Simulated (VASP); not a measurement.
# Os2F (R-3m) in VASP: a series of runs, part 2 of 2

VASP 6.6.1.

### 3 Relaxation of cell and atoms, PBE

This run uses another cell than the first one, of 12.84 Å³/atom, 0.958 times its volume.

INCAR reads:

```
SYSTEM = Os2F
ALGO     = Normal         ! electronic algorithm
EDIFF    = 1E-6           ! SCF threshold, eV
EDIFFG   = -0.04          ! ionic threshold
ENCUT    = 600            ! plane-wave cutoff, eV
GGA      = PE             ! functional
IBRION   = 2              ! ionic algorithm
ISIF     = 3              ! what is computed and relaxed
ISMEAR   = 0              ! smearing method
LASPH    = .TRUE.         ! aspherical terms in the spheres
LCHARG   = .FALSE.        ! write CHGCAR
LREAL    = .FALSE.        ! projectors in reciprocal space
LWAVE    = .FALSE.        ! write WAVECAR
NELM     = 60             ! most SCF steps
NSW      = 90             ! ionic steps
PREC     = Accurate       ! precision mode
SIGMA    = 0.1            ! smearing width, eV
```

KPOINTS reads:

```
k-points
0
G
  6 6 6
  0 0 0
```

POSCAR reads:

```
Os2F
1.0
    1.5441326844      0.8915054210      4.6636757160
   -1.5441326844      0.8915054210      4.6636757160
    0.0000000000     -1.7830108420      4.6636757160
Os F
2 1
Direct
    0.7500000000      0.7500000000      0.7500000000
    0.2500000000      0.2500000000      0.2500000000
    0.0000000000      0.0000000000      0.0000000000
```

Potentials or basis: VASP PAW PBE potentials, release 64 (Os, F).

Launch:

```sh
$ cat potpaw_PBE.64/Os/POTCAR potpaw_PBE.64/F/POTCAR > POTCAR
$ mpirun -np 1 vasp_std > vasp.out
```

OUTCAR:

```text
SYSTEM = Os2F
   EDIFF = 1E-6
   EDIFFG = -0.04
   ENCUT = 600
   GGA = PE
   IBRION = 2
   ISIF = 3
   ISMEAR = 0
   LASPH = .TRUE.
   LREAL = .FALSE.
   NELM = 60
   NSW = 90
   PREC = Accurate

 ion  position               nearest neighbor table
   1  0.750  0.750  0.750-   3 2.13   3 2.13   3 2.13   2 2.94   2 2.94   2 2.94   2 2.94   2 2.94
                             2 2.94
   2  0.250  0.250  0.250-   3 2.13   3 2.13   3 2.13   1 2.94   1 2.94   1 2.94   1 2.94   1 2.94
                             1 2.94
   3  0.000  0.000  0.000-   1 2.13   2 2.13   1 2.13   1 2.13   2 2.13   2 2.13

  LATTYP: Found a trigonal (rhomboedric) cell.
 ALAT       =     4.9928948363
 COS(alpha) =     0.8087090652

  Lattice vectors:

 A1 = (   1.5441326844,   0.8915054210,   4.6636757160)
 A2 = (  -1.5441326844,   0.8915054210,   4.6636757160)
 A3 = (   0.0000000000,  -1.7830108420,   4.6636757160)

Analysis of symmetry for initial positions (statically):
=====================================================================
 Subroutine PRICEL returns:
 Original cell was already a primitive cell.

 Routine SETGRP: Setting up the symmetry group for a
 trigonal (rhombohedral) supercell.

 Subroutine GETGRP returns: Found 12 space group operations
 (whereof 12 operations were pure point group operations)
 out of a pool of 12 trial point group operations.

The static configuration has the point symmetry D_3d.

Analysis of symmetry for dynamics (positions and initial velocities):
[... 286 lines left out ...]
      7      -0.3360      2.00000
      8       1.2792      2.00000
      9       1.3410      2.00000
     10       1.3410      2.00000
     11       4.2206      2.00000
     12       6.4648      0.00000
     13       6.4648      0.00000
     14       7.1946      0.00000
[... 403 lines left out ...]
      4      -0.6258      2.00000
      5      -0.1222      2.00000
      6       0.3259      2.00000
      7       0.9203      2.00000
      8       1.4377      2.00000
      9       1.8250      2.00000
     10       3.1682      2.00000
     11       3.5500      2.00000
     12       4.8616      1.99998
     13       6.0044      0.00000
     14       6.3856      0.00000
     15       6.7642      0.00000

 [... further k-points ...]

[... ionic steps 4 to 16 ...]

--------------------------------------- Ionic step       17  -------------------------------------------

 number of electron      23.0000003 magnetization

------------------------ aborting loop because EDIFF is reached ----------------------------------------
[... 69 lines left out ...]
--------------------------------------- Ionic step       19  -------------------------------------------

 number of electron      23.0000003 magnetization

 Free energy of the ion-electron system (eV)
  ---------------------------------------------------
  ext. energy  EPLUGINS =         0.00000000
  ---------------------------------------------------
  free energy    TOTEN  =       -22.57452131 eV

  energy without entropy =      -22.56775194  energy(sigma->0) =      -22.57113663

 E-fermi :   4.1919     XC(G=0): -10.8800

 val. band max:        4.1409601106   @ k =   0.3333  -0.0000   0.0000
 cond. band min:       4.2225506621   @ k =   0.3333   0.3333   0.0000
 fundamental gap:      0.0815905515
 Fermi energy:         4.1919359140

 k-point     1 :       0.0000    0.0000    0.0000
  band No.  band energies     occupation
      1     -18.4204      2.00000
      2      -3.0306      2.00000
      3      -1.6148      2.00000
      4      -1.0630      2.00000
      5      -1.0630      2.00000
      6      -0.9121      2.00000
      7      -0.9121      2.00000
      8       0.6899      2.00000
      9       0.8269      2.00000
     10       0.8269      2.00000
     11       3.4086      2.00000
     12       5.4583      0.00000
     13       5.4583      0.00000
     14       6.0444      0.00000
[... 445 lines left out ...]
  FREE ENERGIE OF THE ION-ELECTRON SYSTEM (eV)
  ---------------------------------------------------
  free  energy   TOTEN  =       -22.5745213147 eV

  energy  without entropy=      -22.5677519413  energy(sigma->0) =      -22.57113663

 reached required accuracy - stopping structural energy minimisation
```

CONTCAR:

```text
Os2F
   1.00000000000000
     1.7498818102153888    1.0102947341739767    5.0051070900732473
    -1.7498818102153888    1.0102947341739767    5.0051070900732473
     0.0000000000000000   -2.0205894683479535    5.0051070900732473
  Os              F
     2     1
Direct
     0.7956171444481587    0.7956171444481587    0.7956171444481587
     0.2043828555518412    0.2043828555518412    0.2043828555518412
     0.0000000000000000    0.0000000000000000    0.0000000000000000

  0.00000000E+00  0.00000000E+00  0.00000000E+00
  0.00000000E+00  0.00000000E+00  0.00000000E+00
  0.00000000E+00  0.00000000E+00  0.00000000E+00
```

Run time: 3.6 min. Hardware: 1 thread of Intel Xeon 6975P-C (Granite Rapids), shared host; peak memory 0.25 GiB.

Results:

```yaml
Free_energy: -22.5745 eV
Relaxed_volume: 17.70 Å³/atom
Relaxed_cell: a = 5.398 Å, b = 5.398 Å, c = 5.398 Å, α = 37.83°, β = 37.83°, γ = 37.83°
Space_group_after_relaxing_to_0.05_Å: R-3m (No. 166)
Energy_gained_by_relaxing: 1533.5 meV/atom
Ionic_steps: 19
Pressure_after_relaxing: 0.1 GPa
Largest_force_after_relaxing: 0.021 eV/Å
```

Forces in eV/Å, atoms in the order of the input:
```
Os   0.000  0.000 -0.021
Os   0.000  0.000  0.021
F    0.000  0.000  0.000
```

The path:
| step | energy change (eV) | largest force (eV/Å) | pressure (GPa) | volume (Å³) |
| --- | --- | --- | --- | --- |
| 1 | 0.0000 | 6.8618 | 24.81 | 38.52 |
| 2 | -2.4949 | 4.4597 | -26.01 | 50.69 |
| 3 | -2.5794 | 4.7573 | -26.42 | 51.99 |
| 4 | -4.0704 | 3.5233 | 30.19 | 46.53 |
| 5 | -4.3456 | 1.0313 | 7.64 | 47.88 |
| 6 | -4.3532 | 0.7136 | 9.89 | 47.73 |
| 7 | -4.3540 | 0.5298 | 11.11 | 47.64 |
| 8 | -4.3543 | 3.6953 | 15.27 | 50.47 |
| 9 | -4.4700 | 1.2645 | 13.18 | 49.16 |
| 10 | -4.4970 | 0.6727 | -8.30 | 55.79 |
| 11 | -4.5907 | 0.1657 | 0.50 | 52.53 |
| 12 | -4.5907 | 0.1848 | 0.73 | 52.46 |
| 13 | -4.5966 | 0.1875 | 0.15 | 52.51 |
| 14 | -4.5966 | 0.2428 | 0.08 | 52.51 |
| 15 | -4.5988 | 0.0687 | 0.74 | 52.56 |
| 16 | -4.5991 | 0.0105 | 0.98 | 52.58 |
| 17 | -4.6004 | 0.0533 | 0.10 | 52.99 |
| 18 | -4.6005 | 0.0613 | -0.01 | 53.05 |
| 19 | -4.6006 | 0.0205 | 0.07 | 53.09 |

Final structure:
```
Os F
1.0
     1.74988    1.01029    5.00511
    -1.74988    1.01029    5.00511
     0.00000   -2.02059    5.00511
Os F
2 1
Direct
  0.79562 0.79562 0.79562
  0.20438 0.20438 0.20438
  0.00000 0.00000 0.00000
```

Caveat: the k points lie up to 0.35 Å⁻¹ apart in the final cell; the volume moved by over 15 % at a fixed basis, so the end points are rough; spin-orbit coupling is left out, which moves the levels of the heavy elements; an odd number of electrons without spin polarisation forces a metal; a magnetic or distorted state may lie lower.

### 4 Single point, PBE, collinear spin, ferromagnetic start

This run uses another cell than the first one, of 12.84 Å³/atom, 0.958 times its volume.

INCAR reads:

```
PREC     = Accurate       # precision mode
ENCUT    = 520            # plane-wave cutoff, eV
EDIFF    = 1E-7           # SCF threshold, eV
ISMEAR   = 0              # smearing method
SIGMA    = 0.1            # smearing width, eV
LREAL    = False          # projectors in reciprocal space
LASPH    = True           # aspherical terms in the spheres
NELM     = 150            # most SCF steps
ALGO     = Normal         # electronic algorithm
ISIF     = 2              # what is computed and relaxed
LWAVE    = False          # write WAVECAR
LCHARG   = True           # write CHGCAR
ISPIN    = 2              # spin polarisation
MAGMOM   = 1 1 0          # initial moments
LORBIT   = 11             # projections on sites
LMAXMIX  = 4              # l up to which the mixer works
GGA      = PE             # functional
LELF     = True           # ELF
LVHAR    = True         
NBANDS   = 22             # bands
```

KPOINTS reads:

```
regular mesh
0
Gamma
  6 6 6
```

POSCAR is that of step 3.

Launch:

```sh
$ cat potpaw_PBE.64/Os/POTCAR potpaw_PBE.64/F/POTCAR > POTCAR
$ mpirun -np 1 vasp_std > vasp.out
```

Wall time 59 s (1 thread of Intel Xeon 6975P-C (Granite Rapids), shared host); peak memory 0.3 GiB.

The run converged. Its results:

```yaml
Free_energy: -17.9693 eV
Pressure: 24.8 GPa
Largest_force: 6.862 eV/Å
Net_moment: 0.00 μB per cell
Valence_electrons_inside_the_program's_atomic_spheres: Os 6.91; F 6.13
```

Forces on the atoms (eV/Å):
```
Os   0.000  0.000  6.862
Os   0.000  0.000 -6.862
F    0.000  0.000  0.000
```

Stress tensor (GPa, compression positive):
```
27.75  0.00  0.00
 0.00 27.75  0.00
 0.00  0.00 18.83
```

Levels at points of the mesh, in eV from the Fermi level:
Spin up:
```csv
k point,band 8,band 9,band 10,band 11,band 12,band 13,band 14,band 15,band 16,band 17
"(0.00, 0.00, 0.00)",-2.88,-2.12,-0.96,-0.96,-0.79,-0.79,1.51,1.51,2.52,7.02
"(0.50, 0.00, 0.00)",-2.51,-1.34,-0.72,-0.65,-0.03,0.52,1.72,2.85,4.88,7.16
"(0.50, 0.50, 0.00)",-1.61,-0.90,0.36,0.96,1.03,1.19,1.42,2.40,4.19,6.17
"(0.50, 0.50, 0.50)",-2.47,-2.06,-1.93,-1.43,-1.43,-1.20,-1.20,1.15,1.15,14.36
```
Spin down:
```
           k point  band 9  band 10  band 11  band 12  band 13  band 14  band 15  band 16
(0.00, 0.00, 0.00)   -2.12    -0.96    -0.96    -0.79    -0.79     1.51     1.51     2.52
(0.50, 0.00, 0.00)   -1.34    -0.72    -0.65    -0.03     0.52     1.72     2.85     4.88
(0.50, 0.50, 0.00)   -0.90     0.36     0.96     1.03     1.19     1.42     2.40     4.19
(0.50, 0.50, 0.50)   -2.06    -1.93    -1.43    -1.43    -1.20    -1.20     1.15     1.15
```

Caveat: the k points lie up to 0.40 Å⁻¹ apart; spin-orbit coupling is left out, which moves the levels of the heavy elements; forces of over 1 eV/Å act on the atoms, so gaps and moduli don't describe the material at rest.

### 5 Single point, PBE

INCAR reads:

```
SYSTEM = Os2F
ALGO = Normal ; EDIFF = 1E-7
ENCUT = 520 ; GGA = PE
ISIF = 2 ; ISMEAR = 0
LASPH = .True. ; LCHARG = .False.
LREAL = .False. ; LWAVE = .False.
NBANDS = 18 ; NELM = 80
PREC = Accurate ; SIGMA = 0.1
```

KPOINTS reads:

```
k-points
0
Gamma
  18 18 18
  0 0 0
```

POSCAR reads:

```
Os2F
1.0
    1.3705300729      0.7912759065      6.1655189323
   -1.3705300729      0.7912759065      6.1655189323
    0.0000000000     -1.5825518130      6.1655189323
Os F
2 1
Direct
    0.7799146229      0.7799146229      0.7799146229
    0.2200853771      0.2200853771      0.2200853771
    0.0000000000      0.0000000000      0.0000000000
```

Potentials or basis: VASP PAW PBE potentials, release 64 (Os, F).

Launch:

```sh
$ cat potpaw_PBE.64/Os/POTCAR potpaw_PBE.64/F/POTCAR > POTCAR
$ mpirun -np 1 vasp_std > vasp.out
```

OUTCAR:

```text
SYSTEM = Os2F
   EDIFF = 1E-7
   ENCUT = 520
   GGA = PE
   ISIF = 2
   ISMEAR = 0
   LASPH = .True.
   LREAL = .False.
   NELM = 80
   PREC = Accurate

 ion  position               nearest neighbor table
   1  0.780  0.780  0.780-   2 2.53   2 2.53   2 2.53   3 2.63   3 2.63   3 2.63
   2  0.220  0.220  0.220-   1 2.53   1 2.53   1 2.53   3 2.63   3 2.63   3 2.63
   3  0.000  0.000  0.000-   1 2.63   2 2.63   1 2.63   1 2.63   2 2.63   2 2.63

  LATTYP: Found a trigonal (rhomboedric) cell.
 ALAT       =     6.3653824666
[... 698 lines left out ...]

  FORCE on cell =-STRESS in cart. coord.  units (eV):
  Direction    XX          YY          ZZ          XY          YZ          ZX
  --------------------------------------------------------------------------------------
  -------------------------------------------------------------------------------------
  Total       -0.0113404     -0.0113404     -0.1933321      0.0000000      0.0000000      0.0000000
  in kB       -0.4529007     -0.4529007     -7.7210631      0.0000000      0.0000000      0.0000000
  external PRESSURE =      -2.8756215 kB  Pullay stress =       0.0000000 kB

 VOLUME and BASIS-vectors are now :
 -----------------------------------------------------------------------------
  energy-cutoff  :      520.00
  volume of cell :       40.12
      direct lattice vectors                 reciprocal lattice vectors
     1.370530073  0.791275907  6.165518932     0.364822349  0.210630281  0.054064116
    -1.370530073  0.791275907  6.165518932    -0.364822349  0.210630281  0.054064116
     0.000000000 -1.582551813  6.165518932     0.000000000 -0.421260562  0.054064116

 POSITION                                       TOTAL-FORCE (eV/Angst)
 -----------------------------------------------------------------------------------
      0.00000      0.00000     14.42574         0.000000     -0.000000      0.029088
      0.00000      0.00000      4.07082         0.000000      0.000000     -0.029088
      0.00000      0.00000      0.00000         0.000000     -0.000000      0.000000
 -----------------------------------------------------------------------------------
    total drift:                                0.000000      0.000000     -0.000000

  FREE ENERGIE OF THE ION-ELECTRON SYSTEM (eV)
  ---------------------------------------------------
  free  energy   TOTEN  =       -24.3929217697 eV

  energy  without entropy=      -24.3881756246  energy(sigma->0) =      -24.39054870
```

It took 9.9 min on 1 thread of Intel Xeon 6975P-C (Granite Rapids), shared host; peak memory 0.63 GiB.

What came out:

* Free energy: -24.3929 eV
* Pressure: -0.3 GPa
* Largest force: 0.029 eV/Å

Forces in eV/Å, atoms in the order of the input:
```
Os   0.000  0.000  0.029
Os   0.000  0.000 -0.029
F    0.000  0.000  0.000
```

Levels at points of the mesh, in eV from the Fermi level:
```tsv
k point	band 7	band 8	band 9	band 10	band 11	band 12	band 13	band 14	band 15	band 16
(0.00, 0.00, 0.00)	-3.16	-3.16	-2.84	-2.84	-2.66	-0.45	-0.45	1.49	1.49	2.66
(0.50, 0.00, 0.00)	-3.95	-3.24	-3.05	-0.87	0.59	1.36	1.91	2.48	3.47	4.13
(0.50, 0.50, 0.00)	-4.24	-2.55	-2.44	-0.52	0.38	1.05	1.92	2.47	2.51	4.52
(0.50, 0.50, 0.50)	-3.33	-3.33	-3.11	-3.11	-2.43	-0.45	-0.27	-0.27	1.42	1.42
```

Caveat: spin-orbit coupling is left out, which moves the levels of the heavy elements; an odd number of electrons without spin polarisation forces a metal; a magnetic or distorted state may lie lower.

### 6 Summary

| task | spin | cell | k mesh | cutoff (eV) | gap on the mesh (eV) | pressure (GPa) | largest force (eV/Å) |
| --- | --- | --- | --- | --- | --- | --- | --- |
| single point | off | a = 6.366 Å, angles 24.9°, 3 atoms | 6 × 6 × 6 | 520 | none | -0.4 | - |
| relaxation of cell and atoms | off | relaxed from a = 4.993 Å, angles 36.0°, 3 atoms | 6 × 6 × 6 | 600 | none | 0.1 | 0.02 |
| single point | collinear, ferromagnetic start | a = 4.993 Å, angles 36.0°, 3 atoms | 6 × 6 × 6 | 520 | none | 24.8 | 6.86 |
| single point | off | a = 6.365 Å, angles 24.9°, 3 atoms | 18 × 18 × 18 | 520 | none | -0.3 | 0.03 |

Alike in all rows: level PBE; potentials or basis VASP PAW PBE potentials, release 64 (Os, F); smearing gaussian 0.1 eV.

Caveats: some runs use coarse meshes; spin-orbit coupling is left out, which moves the levels of the heavy elements; an odd number of electrons without spin polarisation forces a metal (some runs); a magnetic or distorted state may lie lower (some runs); the volume moved by over 15 % at a fixed basis, so the end points are rough (some runs); forces of over 1 eV/Å act on the atoms, so gaps and moduli don't describe the material at rest (some runs).

Absolute energies hang on the potentials; compare differences alone.
